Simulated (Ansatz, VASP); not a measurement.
GePbS2 in VASP and in Ansatz

```
Ge S Pb
1.0
     4.04996    0.00000    0.00000
     0.00000    4.04996    0.00000
     0.00000    0.00000    5.73416
Ge S Pb
1 2 1
Direct
  0.00000 0.00000 0.00000
  0.00000 0.00000 0.50000
  0.50000 0.50000 0.00000
  0.50000 0.50000 0.50000
```

Alike in both runs: task single point; functional PBE-based global hybrid with a share of 0.1 of exact exchange; k mesh 4 × 4 × 2; occupations fermi-dirac, width 0.02 eV; no spin polarisation.

```csv
,VASP,Ansatz
version,VASP 6.6.1,Ansatz 0.2.0
potentials or method,"VASP PAW PBE potentials, release 64 (Ge_d, S, Pb_d)",plane waves
plane-wave cutoff (eV),520,420
valence electrons in the cell,40,40
```

```tsv
	VASP	Ansatz	Ansatz less VASP
pressure (GPa)	0.8	0.9	+0.12
```

VASP's potentials were made for PBE, not for PBE-based global hybrid. With one functional, cell and mesh, what is left measures potentials, basis and numerics. Ansatz's warnings: doubtful frontier gap, stress exchange threshold loose, stress scf threshold loose.

The k mesh is coarse, so the values compare programs but aren't converged. Spin-orbit coupling is off throughout.
